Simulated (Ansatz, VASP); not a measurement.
# Two plane-wave programs on Ca

The input INCAR:

```
SYSTEM = Ca
ALGO = Fast
EDIFF = 1E-6
ENCUT = 520
GGA = PE
ISIF = 2
ISMEAR = 0
LASPH = .True.
LCHARG = .False.
LREAL = .False.
LWAVE = .False.
NBANDS = 11
NELM = 80
PREC = Accurate
SIGMA = 0.15
```

KPOINTS

```
k-points
0
Gamma
  14 14 14
  0 0 0
```

POSCAR

```
Ca
1.0
    0.0000000000      2.8361130000      2.7522870000
    2.8361130000      0.0000000000      2.7522870000
    2.8361130000      2.8361130000      0.0000000000
Ca
1
Direct
    0.0000000000      0.0000000000      0.0000000000
```

Input for Ansatz:

```yaml
crystal:
  lattice:
    - [0.0, 2.836113, 2.752287]
    - [2.836113, 0.0, 2.752287]
    - [2.836113, 2.836113, 0.0]
  atoms:
    - { symbol: Ca, position: [0.0, 0.0, 0.0] }
basis:
  ecutwfc: 420
kpoints:
  mp_grid: { grid: [14, 14, 14] }
hamiltonian:
  xc: pbe
scf:
  occupations: { method: gaussian, width: 0.15 }
output:
  forces: true
  stress: true
  eigenvalues: true
```

Change from the starting cell: strain +0.015 along x and y, -0.015 along z, atoms carried along.

Alike in both runs: task single point; functional PBE; k mesh 14 × 14 × 14; occupations gaussian, width 0.15 eV; no spin polarisation.

|  | VASP | Ansatz |
| --- | --- | --- |
| version | VASP 6.6.1 | Ansatz 0.2.0 |
| potentials or method | VASP PAW PBE potentials, release 64 (Ca_sv), cutoff 520 eV | scalar-relativistic, plane waves, PAW |
| valence electrons in the cell | 10 | 10 |

|  | VASP | Ansatz | Ansatz less VASP |
| --- | --- | --- | --- |
| gap on the k mesh at the Fermi level (eV) | none | none | - |
| pressure (GPa) | -0.8 | -0.8 | 0.00 |
| traceless stress, the component that is largest in VASP (GPa) | 0.13 | 0.13 | 0.000 |

A gap of «none» marks a metal or a gap that the smearing closes. With one functional, cell and mesh, what is left measures potentials, basis and numerics.
